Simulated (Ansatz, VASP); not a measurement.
# Two plane-wave programs on Ag

Contents of INCAR:

```
SYSTEM = Ag
ALGO = Fast
EDIFF = 1E-6
ENCUT = 520
GGA = CA
ISIF = 2
ISMEAR = 1
LASPH = .True.
LCHARG = .False.
LREAL = .False.
LWAVE = .False.
NBANDS = 18
NELM = 80
PREC = Accurate
SIGMA = 0.1
```

The input KPOINTS:

```
k-points
0
Gamma
  24 24 12
  0 0 0
```

Contents of POSCAR:

```
Ag
1.0
    2.6846409995      0.0000000000      0.0000000000
   -1.3423204997      2.3249673056      0.0000000000
    0.0000000000      0.0000000000      5.7055530567
Ag
2
Direct
    0.3333333333      0.6666666667      0.2500000000
    0.6666666667      0.3333333333      0.7500000000
```

Input for Ansatz:

```yaml
crystal:
  lattice:
    - [2.6846409995, 0.0, 0.0]
    - [-1.3423204997, 2.3249673056, 0.0]
    - [0.0, 0.0, 5.7055530567]
  atoms:
    - { symbol: Ag, position: [0.3333333333, 0.6666666667, 0.25] }
    - { symbol: Ag, position: [0.6666666667, 0.3333333333, 0.75] }
basis:
  ecutwfc: 420
kpoints:
  mp_grid: { grid: [24, 24, 12] }
hamiltonian:
  xc: lda
scf:
  occupations: { method: methfessel_paxton, width: 0.1 }
output:
  forces: true
  stress: true
  eigenvalues: true
```

Alike in both runs: task single point; functional LDA; k mesh 24 × 24 × 12; occupations methfessel-paxton of order 1, width 0.1 eV; no spin polarisation.

|  | VASP | Ansatz |
| --- | --- | --- |
| version | VASP 6.6.1 | Ansatz 0.2.0 |
| potentials or method | VASP PAW LDA potentials, release 64 (Ag), cutoff 520 eV | scalar-relativistic, plane waves, PAW |
| valence electrons in the cell | 22 | 38 |

VASP gave:

| Item | Value |
| --- | --- |
| gap on the k mesh at the Fermi level (eV) | none |
| pressure (GPa) | -1.1 |
| traceless stress, the component that is largest in VASP (GPa) | -15.27 |

Problem. Estimate Ansatz's values.

Solution. gap on the k mesh at the Fermi level (eV): none; pressure (GPa): -1.3; traceless stress, the component that is largest in VASP (GPa): -15.16.

LDA's correlation is that of Perdew and Zunger in VASP and of Perdew and Wang (1992) in Ansatz. A gap of «none» marks a metal or a gap that the smearing closes. VASP's potentials hold 22 valence electrons a cell and Ansatz's 38, so a difference there can come from the potentials and not from the codes.
